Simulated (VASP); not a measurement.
A run of VASP 6.6.1 is set up as follows.

Contents of INCAR:

```
SYSTEM = ZnSnP2
  PREC = Accurate
  ENCUT = 500
  EDIFF = 1E-6
  ISMEAR = -1
  SIGMA = 0.02
  LREAL = .FALSE.
  LASPH = .TRUE.
  NELM = 120
  ALGO = Normal
  ISIF = 2
  LWAVE = .FALSE.
  LCHARG = .FALSE.
  GGA = PE
  NBANDS = 46
  GGA_COMPAT = .FALSE.
```

The input KPOINTS:

```
Automatic mesh
0
G
  6 6 6
  0 0 0
```

POSCAR

```
ZnSnP2
1.0
   -2.8511251157      2.8511251157      5.7168577820
    2.8511251157     -2.8511251157      5.7168577820
    2.8511251157      2.8511251157     -5.7168577820
Zn Sn P
2 2 4
Direct
    0.7500000000      0.2500000000      0.5000000000
    0.0000000000      0.0000000000      0.0000000000
    0.2500000000      0.7500000000      0.5000000000
    0.5000000000      0.5000000000      0.0000000000
    0.3750000000      0.3527945280      0.4777945280
    0.6472054720      0.1250000000      0.0222054720
    0.1027945280      0.6250000000      0.9777945280
    0.8750000000      0.8972054720      0.5222054720
```

Potentials or basis: VASP PAW PBE potentials, release 64 (Zn, Sn_d, P).

Command:

```bash
$ cat potpaw_PBE.64/Zn/POTCAR potpaw_PBE.64/Sn_d/POTCAR potpaw_PBE.64/P/POTCAR > POTCAR
$ mpirun -np 1 vasp_std > vasp.out
```

(1) Estimate the pressure.

(2) Predict the largest force.

## Answers

(1) 0.0 GPa.

(2) 0.023 eV/Å.
